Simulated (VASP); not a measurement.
# AlN (Fm-3m) in VASP: settings compared

AlN is run at these levels: PBEsol, LDA; tasks: elastic constants, vibrations by perturbation theory.

All numbers are computed with VASP 6.6.1; they aren't measurements. Logs are shortened: lines on timing, memory, paths and dates and some standing lists are left out, and cuts for length are marked.

## 1. The cell of the first run

It takes space group Fm-3m (No. 225, cubic). Conventional cell: a = 4.069 Å, b = 4.069 Å, c = 4.069 Å, α = 90.00°, β = 90.00°, γ = 90.00°. Within 2.7 Å of Al (site symmetry m-3m) lie 6 N at 2.03 Å. Within 2.7 Å of N (site symmetry m-3m) lie 6 Al at 2.03 Å.

## 2. Elastic constants, PBEsol

INCAR reads:

```
SYSTEM = AlN
PREC = Accurate
ENCUT = 600
EDIFF = 1E-8
ISMEAR = 0
SIGMA = 0.01
LREAL = .FALSE.
LASPH = .TRUE.
NELM = 100
ALGO = Normal
ISIF = 3
LWAVE = .FALSE.
LCHARG = .FALSE.
GGA = PS
NBANDS = 11
IBRION = 6
NFREE = 2
POTIM = 0.015
NSW = 1
```

KPOINTS reads:

```
Automatic mesh
0
G
  8 8 8
  0 0 0
```

POSCAR reads:

```
AlN
1.0
    0.0000000000      2.0345180000      2.0345180000
    2.0345180000      0.0000000000      2.0345180000
    2.0345180000      2.0345180000      0.0000000000
Al N
1 1
Direct
    0.5000000000      0.5000000000      0.5000000000
    0.0000000000      0.0000000000      0.0000000000
```

Potentials or basis: VASP PAW PBE potentials, release 64 (Al, N).

Command:

```sh
$ cat potpaw_PBE.64/Al/POTCAR potpaw_PBE.64/N/POTCAR > POTCAR
$ mpirun -np 1 vasp_std > vasp.out
```

OUTCAR:

```text
SYSTEM = AlN
   PREC = Accurate
   ENCUT = 600
   EDIFF = 1E-8
   ISMEAR = 0
   LREAL = .FALSE.
   LASPH = .TRUE.
   NELM = 100
   ISIF = 3
   GGA = PS
   IBRION = 6
   NFREE = 2
   POTIM = 0.015
   NSW = 1

 ion  position               nearest neighbor table
   1  0.500  0.500  0.500-   2 2.03   2 2.03   2 2.03   2 2.03   2 2.03   2 2.03
   2  0.000  0.000  0.000-   1 2.03   1 2.03   1 2.03   1 2.03   1 2.03   1 2.03

  LATTYP: Found a face centered cubic cell.
 ALAT       =     4.0690360000

  Lattice vectors:

 A1 = (   0.0000000000,   2.0345180000,   2.0345180000)
 A2 = (   2.0345180000,   0.0000000000,   2.0345180000)
 A3 = (   2.0345180000,   2.0345180000,   0.0000000000)

Analysis of symmetry for initial positions (statically):
=====================================================================
 Subroutine PRICEL returns:
 Original cell was already a primitive cell.

 Routine SETGRP: Setting up the symmetry group for a
 face centered cubic supercell.

 Subroutine GETGRP returns: Found 48 space group operations
 (whereof 48 operations were pure point group operations)
 out of a pool of 48 trial point group operations.

The static configuration has the point symmetry O_h .

Analysis of symmetry for dynamics (positions and initial velocities):
=====================================================================
 Subroutine PRICEL returns:
 Original cell was already a primitive cell.

 Routine SETGRP: Setting up the symmetry group for a
 face centered cubic supercell.

 Subroutine GETGRP returns: Found 48 space group operations
 (whereof 48 operations were pure point group operations)
 out of a pool of 48 trial point group operations.

The dynamic configuration has the point symmetry O_h .

 Subroutine INISYM returns: Found 48 space group operations
 (whereof 48 operations are pure point group operations),
 and found     1 'primitive' translations

----------------------------------------------------------------------------------------

                                     Primitive cell

  volume of cell :      16.8428

  direct lattice vectors                    reciprocal lattice vectors
     0.000000000  2.034518000  2.034518000    -0.245758455  0.245758455  0.245758455
     2.034518000  0.000000000  2.034518000     0.245758455 -0.245758455  0.245758455
     2.034518000  2.034518000  0.000000000     0.245758455  0.245758455 -0.245758455

  length of vectors
     2.877242948  2.877242948  2.877242948     0.425666130  0.425666130  0.425666130

  position of ions in fractional coordinates (direct lattice)
     0.500000000  0.500000000  0.500000000
     0.000000000  0.000000000  0.000000000

  ion indices of the primitive-cell ions
   primitive index   ion index
                 1           1
                 2           2

----------------------------------------------------------------------------------------

 KPOINTS: Automatic mesh

Automatic generation of k-mesh.
 Grid dimensions read from file:
 generate k-points for:    8    8    8

 Generating k-lattice:

  Cartesian coordinates                     Fractional coordinates (reciprocal lattice)
    -0.030719807  0.030719807  0.030719807     0.125000000  0.000000000  0.000000000
     0.030719807 -0.030719807  0.030719807     0.000000000  0.125000000  0.000000000
[... 108 lines left out ...]

------------------------ aborting loop because EDIFF is reached ----------------------------------------

  FORCE on cell =-STRESS in cart. coord.  units (eV):
  Direction    XX          YY          ZZ          XY          YZ          ZX
  --------------------------------------------------------------------------------------
  -------------------------------------------------------------------------------------
  Total       -0.4964858     -0.4964858     -0.4964858     -0.0000000      0.0000000      0.0000000
  in kB      -47.2283567    -47.2283567    -47.2283567     -0.0000000      0.0000000      0.0000000
  external PRESSURE =     -47.2283567 kB  Pullay stress =       0.0000000 kB
[... 89 lines left out ...]
  FREE ENERGIE OF THE ION-ELECTRON SYSTEM (eV)
  ---------------------------------------------------
  free  energy   TOTEN  =       -15.4484421051 eV

  energy  without entropy=      -15.4484421051  energy(sigma->0) =      -15.44844211

 E-fermi :  10.0229     XC(G=0): -12.4335

 val. band max:        9.8723076670   @ k =   0.0000   0.0000   0.0000
 cond. band min:      14.2623192442   @ k =   0.5000   0.5000   0.0000
 fundamental gap:      4.3900115772
 Fermi energy:        10.0229020516

 k-point     1 :       0.0000    0.0000    0.0000
  band No.  band energies     occupation
      1      -7.6799      2.00000
      2       9.7611      2.00000
      3       9.8723      2.00000
      4       9.8723      2.00000
      5      15.4454      0.00000
      6      21.7846      0.00000
      7      21.7846      0.00000
      8      21.9856      0.00000
      9      26.9206      0.00000
     10      27.2462      0.00000
     11      27.7492      0.00000
[... 310 lines left out ...]
  band No.  band energies     occupation
      1      -3.8861      2.00000
      2       2.3791      2.00000
      3       6.1126      2.00000
      4       7.8560      2.00000
      5      18.0644      0.00000
      6      18.3064      0.00000
      7      21.9982      0.00000
      8      22.4823      0.00000
      9      27.7500      0.00000
     10      28.7256      0.00000
     11      32.1957      0.00000

 [... further k-points ...]

[... ionic steps 4 to 14 ...]

--------------------------------------- Ionic step       15  -------------------------------------------

 number of electron       7.9999999 magnetization

------------------------ aborting loop because EDIFF is reached ----------------------------------------
[... 67 lines left out ...]
--------------------------------------- Ionic step       17  -------------------------------------------

 number of electron       8.0000000 magnetization

 Free energy of the ion-electron system (eV)
  ---------------------------------------------------
  ext. energy  EPLUGINS =         0.00000000
  ---------------------------------------------------
  free energy    TOTEN  =       -15.44546284 eV

  energy without entropy =      -15.44546284  energy(sigma->0) =      -15.44546284

 E-fermi :   9.7112     XC(G=0): -12.3629

 val. band max:        9.6416810279   @ k =   0.0000   0.0000   0.0000
 cond. band min:      14.0152564900   @ k =   0.5000   0.5000   0.0000
 fundamental gap:      4.3735754621
 Fermi energy:         9.7111542907

 k-point     1 :       0.0000    0.0000    0.0000
  band No.  band energies     occupation
      1      -7.7369      2.00000
      2       9.6407      2.00000
      3       9.6417      2.00000
      4       9.6417      2.00000
      5      15.0400      0.00000
      6      21.6075      0.00000
      7      21.6076      0.00000
      8      21.6076      0.00000
      9      26.6337      0.00000
     10      27.1896      0.00000
     11      27.1905      0.00000
[... 351 lines left out ...]
  FREE ENERGIE OF THE ION-ELECTRON SYSTEM (eV)
  ---------------------------------------------------
  free  energy   TOTEN  =       -15.4454628398 eV

  energy  without entropy=      -15.4454628398  energy(sigma->0) =      -15.44546284

 INTERNAL STRAIN TENSORS FROM STRAINED CELLS
 ============================================

 INTERNAL STRAIN TENSOR FOR ION    1 for displacements in x,y,z  (eV/Angst):
          X           Y           Z          XY          YZ          ZX
  --------------------------------------------------------------------------------
  x     0.00000    -0.00000    -0.00000     0.00000     0.00000    -0.00000
  y     0.00000    -0.00000     0.00000     0.00000     0.00000     0.00000
  z     0.00000     0.00000    -0.00000     0.00000     0.00000     0.00000

 INTERNAL STRAIN TENSORS FROM DISPLACED ATOMS
 ============================================

 INTERNAL STRAIN TENSOR FOR ION    1 for displacements in x,y,z  (eV/Angst):
          X           Y           Z          XY          YZ          ZX
  --------------------------------------------------------------------------------
  x     0.00000     0.00000     0.00000     0.00000     0.00000     0.00000
  y     0.00000     0.00000     0.00000     0.00000     0.00000     0.00000
  z     0.00000     0.00000     0.00000     0.00000     0.00000     0.00000

 INTERNAL STRAIN TENSOR FOR ION    2 for displacements in x,y,z  (eV/Angst):
          X           Y           Z          XY          YZ          ZX
  --------------------------------------------------------------------------------
  x     0.00000     0.00000     0.00000     0.00000     0.00000     0.00000
  y     0.00000     0.00000     0.00000     0.00000     0.00000     0.00000
  z     0.00000     0.00000     0.00000     0.00000     0.00000     0.00000

 Eigenvectors and eigenvalues of the dynamical matrix
 ----------------------------------------------------

   1 f  =   13.312947 THz    83.647713 2PiTHz  444.072111 cm-1    55.057900 meV
             X         Y         Z           dx          dy          dz
      2.034518  2.034518  2.034518     0.000000   -0.584546    0.000000
      0.000000  0.000000  0.000000     0.000000    0.811360    0.000000
[... 21 lines left out ...]
   6 f/i=    0.000796 THz     0.005002 2PiTHz    0.026554 cm-1     0.003292 meV
             X         Y         Z           dx          dy          dz
      2.034518  2.034518  2.034518    -0.801969   -0.123088    0.000000
      0.000000  0.000000  0.000000    -0.577781   -0.088679    0.000000

--------------------------------------------------------------------------------------------------------

 ELASTIC MODULI CONTR FROM IONIC RELAXATION (kBar)
 Direction    XX          YY          ZZ          XY          YZ          ZX
 --------------------------------------------------------------------------------
 XX           0.0000      0.0000      0.0000      0.0000      0.0000      0.0000
 YY           0.0000      0.0000      0.0000      0.0000      0.0000      0.0000
 ZZ           0.0000      0.0000      0.0000      0.0000      0.0000      0.0000
 XY           0.0000      0.0000      0.0000      0.0000      0.0000      0.0000
 YZ           0.0000      0.0000      0.0000      0.0000      0.0000      0.0000
 ZX           0.0000      0.0000      0.0000      0.0000      0.0000      0.0000
 --------------------------------------------------------------------------------

 TOTAL ELASTIC MODULI (kBar)
 Direction    XX          YY          ZZ          XY          YZ          ZX
 --------------------------------------------------------------------------------
 XX        4209.9617   1636.9600   1636.9600     -0.0000      0.0000     -0.0000
 YY        1636.9600   4209.9617   1636.9600      0.0000      0.0000      0.0000
 ZZ        1636.9600   1636.9600   4209.9617      0.0000      0.0000     -0.0000
 XY          -0.0000      0.0000      0.0000   3039.9132      0.0000     -0.0000
 YZ           0.0000      0.0000      0.0000      0.0000   3039.9132     -0.0000
 ZX          -0.0000      0.0000     -0.0000     -0.0000     -0.0000   3039.9132
 --------------------------------------------------------------------------------
```

Run time: 81 s. Hardware: 1 thread of Intel Xeon Platinum 8488C (Sapphire Rapids), shared host; peak memory 0.18 GiB.

What came out:

- Elastic constants C11, C12, C44: 421, 164, 304 GPa
- Voigt bulk modulus: 249 GPa
- Highest phonon frequency at Γ, LO-TO splitting left out: 444 cm⁻¹

Phonon frequencies in cm⁻¹ (negative: imaginary):
```tsv
q point	frequencies
(0.000, 0.000, 0.000)	0 0 0 444 444 444
```

Elastic tensor in Voigt notation (GPa, in the Cartesian axes of the cell as first typed):
```
421 164 164   0   0   0
164 421 164   0   0   0
164 164 421   0   0   0
  0   0   0 304   0   0
  0   0   0   0 304   0
  0   0   0   0   0 304
```

Clamped-ion elastic tensor (GPa):
```
421 164 164   0   0   0
164 421 164   0   0   0
164 164 421   0   0   0
  0   0   0 304   0   0
  0   0   0   0 304   0
  0   0   0   0   0 304
```

Caveat: the cell is under stress, which shifts elastic constants; the PAW data sets were made with another functional, which shifts forces and pressure a little.

## 3. Vibrations by perturbation theory, LDA

INCAR reads:

```
SYSTEM = AlN
ALGO = Normal
EDIFF = 1E-8
ENCUT = 520
GGA = CA
IBRION = 8
ISIF = 2
ISMEAR = 0
LASPH = .True.
LCHARG = .False.
LEPSILON = .True.
LREAL = .False.
LWAVE = .False.
NELM = 60
NSW = 1
PREC = Accurate
SIGMA = 0.01
```

KPOINTS reads:

```
k-points
0
Gamma
  8 8 8
  0 0 0
```

POSCAR is that of step 2.

Potentials or basis: VASP PAW LDA potentials, release 64 (Al, N).

Command:

```sh
$ cat potpaw_LDA.64/Al/POTCAR potpaw_LDA.64/N/POTCAR > POTCAR
$ mpirun -np 1 vasp_std > vasp.out
```

OUTCAR:

```text
SYSTEM = AlN
   EDIFF = 1E-8
   ENCUT = 520
   GGA = CA
   IBRION = 8
   ISIF = 2
   ISMEAR = 0
   LASPH = .True.
   LEPSILON = .True.
   LREAL = .False.
   NELM = 60
   NSW = 1
   PREC = Accurate

 ion  position               nearest neighbor table
   1  0.500  0.500  0.500-   2 2.03   2 2.03   2 2.03   2 2.03   2 2.03   2 2.03
   2  0.000  0.000  0.000-   1 2.03   1 2.03   1 2.03   1 2.03   1 2.03   1 2.03

  LATTYP: Found a face centered cubic cell.
 ALAT       =     4.0690360000

  Lattice vectors:

 A1 = (   0.0000000000,   2.0345180000,   2.0345180000)
 A2 = (   2.0345180000,   0.0000000000,   2.0345180000)
 A3 = (   2.0345180000,   2.0345180000,   0.0000000000)

Analysis of symmetry for initial positions (statically):
=====================================================================
 Subroutine PRICEL returns:
 Original cell was already a primitive cell.

 Routine SETGRP: Setting up the symmetry group for a
 face centered cubic supercell.

 Subroutine GETGRP returns: Found 48 space group operations
 (whereof 48 operations were pure point group operations)
 out of a pool of 48 trial point group operations.

The static configuration has the point symmetry O_h .

Analysis of symmetry for dynamics (positions and initial velocities):
=====================================================================
 Subroutine PRICEL returns:
 Original cell was already a primitive cell.

[... 524 lines left out ...]
  z     0.00000     0.00000     0.00000     0.00000     0.00000     0.00000

 PIEZOELECTRIC TENSOR (including local field effects)  for field in x, y, z        (C/m^2)
          XX          YY          ZZ          XY          YZ          ZX
  --------------------------------------------------------------------------------
  x     0.00000     0.00000     0.00000     0.00000     0.00000     0.00000
  y     0.00000     0.00000     0.00000     0.00000     0.00000     0.00000
  z     0.00000     0.00000     0.00000     0.00000     0.00000     0.00000

 BORN EFFECTIVE CHARGES (including local field effects) (in |e|, cummulative output)
 ---------------------------------------------------------------------------------
 ion    1
    1     2.97883    -0.00000    -0.00000
    2    -0.00000     2.97883    -0.00000
    3     0.00000    -0.00000     2.97883
 ion    2
    1    -2.97883     0.00000     0.00000
    2     0.00000    -2.97883     0.00000
    3     0.00000     0.00000    -2.97883

 INTERNAL STRAIN TENSOR FOR ION    2 for displacements in x,y,z  (eV/Angst):
          X           Y           Z          XY          YZ          ZX
  --------------------------------------------------------------------------------
  x     0.00000     0.00000     0.00000     0.00000     0.00000     0.00000
  y     0.00000     0.00000     0.00000     0.00000     0.00000     0.00000
  z     0.00000     0.00000     0.00000     0.00000     0.00000     0.00000

 SECOND DERIVATIVES (NOT SYMMETRIZED)
 ------------------------------------
               1X          1Y          1Z          2X          2Y          2Z
  1X    -6.281685    0.000000    0.000000    6.281685    0.000000    0.000000
  1Y     0.000000   -6.281685    0.000000    0.000000    6.281685    0.000000
  1Z     0.000000    0.000000   -6.281685    0.000000    0.000000    6.281685
  2X     6.281710    0.000000    0.000000   -6.281710    0.000000    0.000000
  2Y     0.000000    6.281710    0.000000    0.000000   -6.281710    0.000000
  2Z     0.000000    0.000000    6.281710    0.000000    0.000000   -6.281710

 Eigenvectors and eigenvalues of the dynamical matrix
 ----------------------------------------------------

   1 f  =   12.905577 THz    81.088129 2PiTHz  430.483697 cm-1    53.373152 meV
             X         Y         Z           dx          dy          dz
      2.034518  2.034518  2.034518     0.000000    0.584497    0.000000
      0.000000  0.000000  0.000000     0.000000   -0.811396    0.000000
[... 21 lines left out ...]
   6 f/i=    0.000012 THz     0.000077 2PiTHz    0.000409 cm-1     0.000051 meV
             X         Y         Z           dx          dy          dz
      2.034518  2.034518  2.034518     0.000000    0.000000    0.811396
      0.000000  0.000000  0.000000     0.000000    0.000000    0.584497

--------------------------------------------------------------------------------------------------------

 MACROSCOPIC STATIC DIELECTRIC TENSOR IONIC CONTRIBUTION
 ------------------------------------------------------
          15.176335    -0.000000    -0.000000
          -0.000000    15.176335    -0.000000
          -0.000000    -0.000000    15.176335
 ------------------------------------------------------

 ELASTIC MODULI CONTR FROM IONIC RELAXATION (kBar)
 Direction    XX          YY          ZZ          XY          YZ          ZX
 --------------------------------------------------------------------------------
 XX           0.0000      0.0000      0.0000      0.0000      0.0000      0.0000
 YY           0.0000      0.0000      0.0000      0.0000      0.0000      0.0000
 ZZ           0.0000      0.0000      0.0000      0.0000      0.0000      0.0000
 XY           0.0000      0.0000      0.0000      0.0000      0.0000      0.0000
 YZ           0.0000      0.0000      0.0000      0.0000      0.0000      0.0000
 ZX           0.0000      0.0000      0.0000      0.0000      0.0000      0.0000
 --------------------------------------------------------------------------------

 PIEZOELECTRIC TENSOR IONIC CONTR  for field in x, y, z        (C/m^2)
          XX          YY          ZZ          XY          YZ          ZX
  --------------------------------------------------------------------------------
  x     0.00000     0.00000     0.00000     0.00000     0.00000     0.00000
  y     0.00000     0.00000     0.00000     0.00000     0.00000     0.00000
  z     0.00000     0.00000     0.00000     0.00000     0.00000     0.00000
```

stdout:

```text
POSCAR found type information on POSCAR AlN
 POSCAR found :  2 types and       2 ions
 scaLAPACK will be used
 LDA part: xc-table for (Slater(with rela. corr.)+CA(PZ))
 , standard interpolation
 POSCAR, INCAR and KPOINTS ok, starting setup
 FFT: planning ... GRIDC
 FFT: planning ... GRID_SOFT
 FFT: planning ... GRID
[... 24 lines left out ...]
 Linear response to external field, progress :
  Direction:   3
 dielectric tensor                  component  3 :     0.223     1.090     5.205
 Linear response DOF=           2
 Linear response progress:
 first order change of Fermi-energy   0.54577E-05
 force on displaced ion       1 direction 1 :  -6.282   0.000   0.000
 Born effective charge ion    1 direction 1 :   2.973   0.000   0.000
 Linear response progress:
 first order change of Fermi-energy   0.10734E-02
 force on displaced ion       2 direction 1 :  -6.282   0.000   0.000
 Born effective charge ion    2 direction 1 :  -2.985   0.000   0.000
 Born effective charges drift removed
 Linear response finished
```

Run time: 53 s. Hardware: 1 thread of Intel Xeon 8259CL, shared host; peak memory 0.15 GiB.

Results:

| Item | Value |
| --- | --- |
| Electronic dielectric tensor (diagonal) | 5.20 |
| Born charges (mean of the diagonal) | Al +2.98; N -2.98 e |
| Highest phonon frequency at Γ, LO-TO splitting left out | 430 cm⁻¹ |

Phonon frequencies in cm⁻¹ (negative: imaginary):
```
              q point        frequencies
(0.000, 0.000, 0.000)  0 0 0 430 430 430
```

Electronic dielectric tensor:
```
5.20 0.00 0.00
0.00 5.20 0.00
0.00 0.00 5.20
```

Born effective charge tensors (e):
atom 1, Al
```
2.98 0.00 0.00
0.00 2.98 0.00
0.00 0.00 2.98
```
atom 2, N
```
-2.98  0.00  0.00
 0.00 -2.98  0.00
 0.00  0.00 -2.98
```

Caveat: the cell wasn't relaxed at this level first, which shifts response properties.
